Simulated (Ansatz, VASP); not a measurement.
## One calculation of Sn, two programs

The input INCAR:

```
  PREC = Accurate
  ENCUT = 520
  EDIFF = 1E-6
  ISMEAR = -1
  SIGMA = 0.1
  LREAL = F
  LASPH = T
  NELM = 80
  ALGO = Normal
  ISIF = 2
  LWAVE = F
  LCHARG = F
  GGA = PS
  NBANDS = 13
```

File KPOINTS:

```
regular mesh
0
Gamma
  13 13 13
```

The input POSCAR:

```
Sn
1.0
   -1.9397455586      1.9397455586      1.9397455586
    1.9397455586     -1.9397455586      1.9397455586
    1.9397455586      1.9397455586     -1.9397455586
Sn
1
Direct
    0.0000000000      0.0000000000      0.0000000000
```

Input for Ansatz:

```yaml
crystal:
  lattice:
    - [-1.9397455586, 1.9397455586, 1.9397455586]
    - [1.9397455586, -1.9397455586, 1.9397455586]
    - [1.9397455586, 1.9397455586, -1.9397455586]
  atoms:
    - { symbol: Sn, position: [0.0, 0.0, 0.0] }
hamiltonian:
  xc: pbesol
  pseudopotentials:
    kind: paw
    azcp:
      Sn: "pseudopotentials/Sn.paw.azcp"
basis:
  ecutwfc: 420
  fft_grid_basis: typed
kpoints:
  mp_grid: { grid: [13, 13, 13], shift: [0, 0, 0] }
magnetization:
  spin_polarized: false
scf:
  occupations: { method: fermi_dirac, width: 0.1 }
  lower_state_search: "off"
output:
  stress: true
```

Alike in both runs: task single point; functional PBEsol; k mesh 13 × 13 × 13; occupations fermi-dirac, width 0.1 eV; no spin polarisation.

```csv
,VASP,Ansatz
version,VASP 6.6.1,Ansatz 0.2.0
potentials or method,"VASP PAW PBE potentials, release 64 (Sn_d), cutoff 520 eV","plane waves (420 eV) with PAW, scalar-relativistic"
valence electrons in the cell,14,14
```

VASP gave:

```
pressure (GPa) : -4.7
```

Problem. What did Ansatz give for the same quantities?

Solution. Pressure (GPa): -4.6.

VASP's potentials were made for PBE, not for PBEsol, and Ansatz warns of the same on its side.
